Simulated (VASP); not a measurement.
# C in VASP: single point with LDA

Aim: the single point of C with LDA.

All numbers are computed with VASP 6.6.1; they aren't measurements. Logs are shortened: lines on timing, memory, paths and dates and some standing lists are left out, and cuts for length are marked.

## Step 1: The cell of the first run

The cell holds a slab with vacuum, 24 atoms: a = 4.994 Å, b = 4.994 Å, c = 19.014 Å, α = 90.00°, β = 90.00°, γ = 90.00°.

## Step 2: Single point, LDA

File INCAR:

```
SYSTEM = C
  PREC = Accurate
  ENCUT = 520
  EDIFF = 1E-6
  ISMEAR = 0
  SIGMA = 0.03
  LREAL = .FALSE.
  LASPH = .TRUE.
  NELM = 120
  ALGO = Normal
  ISIF = 2
  LWAVE = .FALSE.
  LCHARG = .TRUE.
  LDIPOL = .TRUE.
  IDIPOL = 3
  DIPOL = 0.5 0.5 0.500
  LELF = .TRUE.
  LVHAR = .TRUE.
  LVACPOTAV = .TRUE.
  NBANDS = 66
  ISYM = 0
  GGA_COMPAT = .FALSE.
  NELMDL = -8
```

File KPOINTS:

```
Automatic mesh
0
G
  4 4 1
  0 0 0
```

File POSCAR:

```
C
1.0
    4.9942201552      0.0000000000      0.0000000000
    0.0000000000      4.9942201552      0.0000000000
    0.0000000000      0.0000000000     19.0143086573
C
24
Direct
   -0.1120370298      0.0003761956      0.3909918726
   -0.1120880110      0.5003960047      0.3909919613
    0.6118683545      1.0003992538      0.3909315737
    0.6118041338      0.5003759147      0.3909387156
    0.5161843294      0.2504084114      0.4273502329
    0.5161840378      0.7504277403      0.4273629634
   -0.0165043591      0.2504153439      0.4274125055
   -0.0164883060      0.7504209716      0.4273978628
    0.2498059030      0.7504572332      0.4737674908
    0.2498109708      0.2504603262      0.4737633085
    0.7497895913      0.7503330726      0.4793520039
    0.7497766008      0.2503863386      0.4793621853
    0.7497586883      1.0003888222      0.5207350932
    0.7497676266      0.5004181759      0.5207462989
    0.2498743343      1.0004900114      0.5263391883
    0.2498737928      0.5005105678      0.5263339372
    0.5161521430      0.5005033007      0.5727201938
    0.5161521185      0.0005414105      0.5727229792
   -0.0165368198      0.5005344910      0.5727218814
   -0.0165441126      0.0005196592      0.5727121608
   -0.1122202504      0.7505177282      0.6091344953
   -0.1121062338      0.2505266083      0.6091297862
    0.6116721550      0.7505219574      0.6091355413
    0.6118056271      0.2505159625      0.6091450597
```

Potentials or basis: VASP PAW LDA potentials, release 64 (C).

Run with:

```
$ cat potpaw_LDA.64/C/POTCAR > POTCAR
$ mpirun -np 1 vasp_std > vasp.out
```

OUTCAR:

```text
SYSTEM = C
   PREC = Accurate
   ENCUT = 520
   EDIFF = 1E-6
   ISMEAR = 0
   LREAL = .FALSE.
   LASPH = .TRUE.
   NELM = 120
   ISIF = 2
   ISYM = 0
   NELMDL = -8

 ion  position               nearest neighbor table
   1  0.888  0.000  0.391-   3 1.38   8 1.51   7 1.51
   2  0.888  0.500  0.391-   4 1.38   7 1.51   8 1.51
   3  0.612  0.000  0.391-   1 1.38   6 1.51   5 1.51
   4  0.612  0.500  0.391-   2 1.38   5 1.51   6 1.51
   5  0.516  0.250  0.427-   4 1.51   3 1.51  12 1.53  10 1.60
   6  0.516  0.750  0.427-   3 1.51   4 1.51  11 1.53   9 1.60
   7  0.983  0.250  0.427-   2 1.51   1 1.51  12 1.53  10 1.60
   8  0.984  0.750  0.427-   1 1.51   2 1.51  11 1.53   9 1.60
   9  0.250  0.750  0.474-   8 1.60   6 1.60  16 1.60  15 1.60
  10  0.250  0.250  0.474-   7 1.60   5 1.60  15 1.60  16 1.60
[... 8 lines left out ...]
  19  0.983  0.501  0.573-  22 1.51  21 1.51  14 1.53  16 1.60
  20  0.983  0.001  0.573-  22 1.51  21 1.51  13 1.53  15 1.60
  21  0.888  0.751  0.609-  23 1.38  19 1.51  20 1.51
  22  0.888  0.251  0.609-  24 1.38  19 1.51  20 1.51
  23  0.612  0.751  0.609-  21 1.38  18 1.51  17 1.51
  24  0.612  0.251  0.609-  22 1.38  18 1.51  17 1.51

IMPORTANT INFORMATION: All symmetrisations will be switched off!
NOSYMM: (Re-)initialisation of all symmetry stuff for point group C_1.

----------------------------------------------------------------------------------------

                                     Primitive cell

  volume of cell :     474.2594

  direct lattice vectors                    reciprocal lattice vectors
     4.994220155  0.000000000  0.000000000     0.200231461  0.000000000  0.000000000
     0.000000000  4.994220155  0.000000000     0.000000000  0.200231461  0.000000000
     0.000000000  0.000000000 19.014308657     0.000000000  0.000000000  0.052591973

  length of vectors
     4.994220155  4.994220155 19.014308657     0.200231461  0.200231461  0.052591973

  position of ions in fractional coordinates (direct lattice)
     0.887962970  0.000376196  0.390991873
     0.887911989  0.500396005  0.390991961
     0.611868354  0.000399254  0.390931574
     0.611804134  0.500375915  0.390938716
     0.516184329  0.250408411  0.427350233
     0.516184038  0.750427740  0.427362963
[... 16 lines left out ...]
     0.611672155  0.750521957  0.609135541
     0.611805627  0.250515963  0.609145060

  ion indices of the primitive-cell ions
   primitive index   ion index
                 1           1
                 2           2
                 3           3
                 4           4
                 5           5
                 6           6
[... 16 lines left out ...]
                23          23
                24          24

----------------------------------------------------------------------------------------

 KPOINTS: Automatic mesh

Automatic generation of k-mesh.
 Grid dimensions read from file:
 generate k-points for:    4    4    1

 Generating k-lattice:

  Cartesian coordinates                     Fractional coordinates (reciprocal lattice)
     0.050057865  0.000000000  0.000000000     0.250000000  0.000000000  0.000000000
     0.000000000  0.050057865  0.000000000     0.000000000  0.250000000  0.000000000
     0.000000000  0.000000000  0.052591973     0.000000000  0.000000000  1.000000000

  Length of vectors
     0.050057865  0.050057865  0.052591973

  Shift w.r.t. Gamma in fractional coordinates (k-lattice)
     0.000000000  0.000000000  0.000000000

 Subroutine IBZKPT returns following result:
 ===========================================

 Found     10 irreducible k-points:

 Following reciprocal coordinates:
            Coordinates               Weight
  0.000000  0.000000  0.000000      1.000000
  0.250000  0.000000  0.000000      2.000000
  0.000000  0.250000  0.000000      2.000000
  0.500000  0.000000  0.000000      1.000000
  0.000000  0.500000  0.000000      1.000000
  0.250000  0.250000  0.000000      2.000000
 -0.250000  0.250000  0.000000      2.000000
  0.500000  0.250000  0.000000      2.000000
 -0.250000  0.500000  0.000000      2.000000
  0.500000  0.500000  0.000000      1.000000
   k-points           NKPTS =     10   k-points in BZ     NKDIM =     10   number of bands    NBANDS=     66
   number of dos      NEDOS =    301   number of ions     NIONS =     24
   total plane-waves  NPLWV = 230400
   dimension x,y,z NGX =    40 NGY =   40 NGZ =  144
   dimension x,y,z NGXF=    80 NGYF=   80 NGZF=  288
   ions per type =              24
   NGX,Y,Z   is equivalent  to a cutoff of  13.32, 13.32, 12.59 a.u.
   NGXF,Y,Z  is equivalent  to a cutoff of  26.63, 26.63, 25.18 a.u.
 SYSTEM =  C
   PREC   = accura    normal or accurate (medium, high low for compatibility)
   ISTART =      0    job   : 0-new  1-cont  2-samecut
   ICHARG =      2    charge: 1-file 2-atom 10-const
   ISPIN  =      1    spin polarized calculation?
   LNONCOLLINEAR =      F non collinear calculations
   LSORBIT =      F    spin-orbit coupling
   LASPH  =      T    aspherical Exc in radial PAW
   ENCUT  =  520.0 eV  38.22 Ry    6.18 a.u.   9.29  9.29 35.35*2*pi/ulx,y,z
   NELM   =    120;   NELMIN=  2; NELMDL= -8     # of ELM steps
   EDIFF  = 0.1E-05   stopping-criterion for ELM
   LREAL  =      F    real-space projection
   EDIFFG = 0.1E-04   stopping-criterion for IOM
   NSW    =      0    number of steps for IOM
   IBRION =     -1    ionic relax: 0-MD 1-quasi-New 2-CG
   NFREE  =      0    steps in history (QN), initial steepest desc. (CG)
   ISIF   =      2    stress and relaxation
   ISYM   =      0    0-nonsym 1-usesym 2-fastsym
   POTIM  = 0.5000    time-step for ionic-motion
   TEBEG  =    0.0;   TEEND  =   0.0 temperature during run
   PSTRESS=    0.0 pullay stress
   NELECT =      96.0000    total number of electrons
   NUPDOWN=      -1.0000    fix difference up-down
   EMIN   =  10.00;   EMAX   =-10.00  energy-range for DOS
   EFERMI =   0.00;   METHOD = LEGACY
   ISMEAR =     0;   SIGMA  =   0.03  broadening in eV -4-tet -1-fermi 0-gaus
   EFERMI_NEDOS =   21; number of points for ismear=-14 and -15
   IALGO  =     38    algorithm
   IMIX   =      4    mixing-type and parameters
     AMIX     =   0.40;   BMIX     =  1.00
     AMIX_MAG =   1.60;   BMIX_MAG =  1.00
  volume/ion in A,a.u.               =      19.76       133.35
  Fermi-wavevector in a.u.,A,eV,Ry     =   0.961228  1.816458 12.571240  0.923960
  Thomas-Fermi vector in A             =   2.090582
   LORBIT       =      0    0 simple, 1 ext, 2 COOP (PROOUT), +10 PAW based schemes
   GGA     = CA    functional components
   LHFCALC =     F    Hartree Fock is set to
   AEXX    =    0.0000 exact exchange contribution
   IVDW    =     0    specifies the selected vdW correction
   LEPSILON=     F    determine dielectric tensor
   LRPA    =     F    only Hartree local field effects (RPA)
 non-spin polarized calculation
 Gauss-broadening in eV      SIGMA  =   0.03
  energy-cutoff  :      520.00
  volume of cell :      474.26
 maximum number of plane-waves:     12814
 NGX is ok and might be reduce to    40
   NGX = 19   NGY = 19   NGZ = 71

 dipolmoment           0.000000      0.000000      0.000000 electrons x Angstroem

 number of electron      96.0000014 magnetization

 dipolmoment           0.000000      0.000000     -0.000011 electrons x Angstroem

 Free energy of the ion-electron system (eV)
  ---------------------------------------------------
  ext. energy  EPLUGINS =         0.00000000
  ---------------------------------------------------
  free energy    TOTEN  =      -224.12896238 eV

  energy without entropy =     -224.12896238  energy(sigma->0) =     -224.12896238

 E-fermi :  -0.8862     XC(G=0):  -4.8664

 val. band max:       -1.0388499387   @ k =   0.5000   0.2500   0.0000
 cond. band min:      -0.2636438709   @ k =   0.0000   0.2500   0.0000
 fundamental gap:      0.7752060677
 Fermi energy:        -0.8861697283

 k-point     1 :       0.0000    0.0000    0.0000
  band No.  band energies     occupation
      1     -22.9797      2.00000
      2     -21.2446      2.00000
      3     -18.4769      2.00000
      4     -18.4760      2.00000
      5     -18.1903      2.00000
      6     -17.3580      2.00000
[... 52 lines left out ...]
     59       4.5210      0.00000
     60       4.5898      0.00000

 k-point     2 :       0.2500    0.0000    0.0000
  band No.  band energies     occupation
      1     -22.8249      2.00000
      2     -21.1639      2.00000
      3     -19.4323      2.00000
      4     -18.3254      2.00000
      5     -18.3246      2.00000
      6     -16.7642      2.00000
[... 52 lines left out ...]
     59       4.8073      0.00000
     60       5.0776      0.00000

 k-point     3 :       0.0000    0.2500    0.0000
  band No.  band energies     occupation
      1     -22.6879      2.00000
      2     -20.9589      2.00000
      3     -20.3853      2.00000
      4     -18.7284      2.00000
      5     -17.9111      2.00000
      6     -17.0813      2.00000
[... 52 lines left out ...]
     59       4.7114      0.00000
     60       4.7288      0.00000

 k-point     4 :       0.5000    0.0000    0.0000
  band No.  band energies     occupation
      1     -22.6277      2.00000
      2     -21.0745      2.00000
      3     -20.1324      2.00000
      4     -18.1303      2.00000
      5     -18.1296      2.00000
      6     -17.2766      2.00000
[... 52 lines left out ...]
     59       5.1771      0.00000
     60       5.4462      0.00000

 k-point     5 :       0.0000    0.5000    0.0000
  band No.  band energies     occupation
      1     -21.8175      2.00000
      2     -21.8168      2.00000
      3     -20.1079      2.00000
      4     -20.1075      2.00000
      5     -17.0827      2.00000
      6     -17.0821      2.00000
[... 52 lines left out ...]
     59       5.1622      0.00000
     60       5.1623      0.00000

 k-point     6 :       0.2500    0.2500    0.0000
  band No.  band energies     occupation
      1     -22.5337      2.00000
      2     -20.8783      2.00000
      3     -20.2353      2.00000
      4     -19.1475      2.00000
      5     -18.6438      2.00000
      6     -16.9299      2.00000
[... 52 lines left out ...]
     59       5.2449      0.00000
     60       5.3197      0.00000

 k-point     7 :      -0.2500    0.2500    0.0000
  band No.  band energies     occupation
      1     -22.5337      2.00000
      2     -20.8783      2.00000
      3     -20.2353      2.00000
      4     -19.1475      2.00000
      5     -18.6438      2.00000
      6     -16.9299      2.00000
[... 52 lines left out ...]
     59       5.2449      0.00000
     60       5.3198      0.00000

 k-point     8 :       0.5000    0.2500    0.0000
  band No.  band energies     occupation
      1     -22.3374      2.00000
      2     -20.7890      2.00000
      3     -20.0446      2.00000
      4     -19.8447      2.00000
      5     -18.5490      2.00000
      6     -17.6029      2.00000
[... 52 lines left out ...]
     59       5.3346      0.00000
     60       5.6766      0.00000

 k-point     9 :      -0.2500    0.5000    0.0000
  band No.  band energies     occupation
      1     -21.6651      2.00000
      2     -21.6643      2.00000
      3     -20.0274      2.00000
      4     -20.0269      2.00000
      5     -18.3016      2.00000
      6     -18.3010      2.00000
[... 52 lines left out ...]
     59       5.6150      0.00000
     60       5.6150      0.00000

 k-point    10 :       0.5000    0.5000    0.0000
  band No.  band energies     occupation
      1     -21.4713      2.00000
      2     -21.4706      2.00000
      3     -19.9379      2.00000
      4     -19.9375      2.00000
      5     -18.9902      2.00000
      6     -18.9896      2.00000
[... 52 lines left out ...]
     59       5.8691      0.00000
     60       5.8696      0.00000
 [bands above 60 left out]

------------------------ aborting loop because EDIFF is reached ----------------------------------------

  FORCE on cell =-STRESS in cart. coord.  units (eV):
  Direction    XX          YY          ZZ          XY          YZ          ZX
  --------------------------------------------------------------------------------------
  -------------------------------------------------------------------------------------
  Total      -22.0017254     24.4280504      0.4853662     -0.0006844     -0.0618366      0.0110980
  in kB      -74.3278235     82.5246108      1.6396992     -0.0023120     -0.2089010      0.0374921
  external PRESSURE =       3.2788288 kB  Pullay stress =       0.0000000 kB

 VOLUME and BASIS-vectors are now :
 -----------------------------------------------------------------------------
  energy-cutoff  :      520.00
  volume of cell :      474.26
      direct lattice vectors                 reciprocal lattice vectors
     4.994220155  0.000000000  0.000000000     0.200231461  0.000000000  0.000000000
     0.000000000  4.994220155  0.000000000     0.000000000  0.200231461  0.000000000
     0.000000000  0.000000000 19.014308657     0.000000000  0.000000000  0.052591973

 POSITION                                       TOTAL-FORCE (eV/Angst)
 -----------------------------------------------------------------------------------
      4.43468      0.00188      7.43444         0.102257      0.008977     -0.062779
      4.43443      2.49909      7.43444         0.104946     -0.000534     -0.064104
      3.05581      0.00199      7.43329        -0.111183     -0.000418     -0.044808
      3.05548      2.49899      7.43343        -0.103392      0.008092     -0.049595
      2.57794      1.25059      8.12577        -0.084180     -0.001401      0.019886
      2.57794      3.74780      8.12601        -0.083300     -0.005208      0.010253
[... 16 lines left out ...]
      3.05483      3.74827     11.58229        -0.096560     -0.002151      0.057938
      3.05549      1.25113     11.58247        -0.111561     -0.000879      0.052891
 -----------------------------------------------------------------------------------
    total drift:                                0.000071     -0.000503      0.000066

  FREE ENERGIE OF THE ION-ELECTRON SYSTEM (eV)
  ---------------------------------------------------
  free  energy   TOTEN  =      -224.1289623782 eV

  energy  without entropy=     -224.1289623782  energy(sigma->0) =     -224.12896238

 vacuum level on the upper side and lower side of the slab         4.504         4.504
```

It took 18 min on 1 thread of Oxide Virtual Turin-like, shared host; peak memory 0.45 GiB.

Results:

```
Free energy   : -224.1290 eV
Largest force : 0.124 eV/Å
```

Forces on the atoms (eV/Å):
```
C    0.102  0.009 -0.063
C    0.105 -0.001 -0.064
C   -0.111  0.000 -0.045
C   -0.103  0.008 -0.050
C   -0.084 -0.001  0.020
C   -0.083 -0.005  0.010
C    0.086 -0.001  0.004
C    0.085 -0.006  0.012
C    0.011  0.001 -0.002
C    0.006 -0.001  0.000
C   -0.003  0.018  0.049
C   -0.002  0.003  0.041
C    0.005  0.006 -0.040
C    0.004 -0.002 -0.047
C   -0.012  0.002 -0.001
C   -0.010 -0.004  0.002
C   -0.086 -0.001 -0.010
C   -0.086 -0.008 -0.013
C    0.086 -0.004 -0.015
C    0.085 -0.006 -0.010
C    0.111  0.001  0.055
C    0.104 -0.004  0.056
C   -0.097 -0.002  0.058
C   -0.112 -0.001  0.053
```
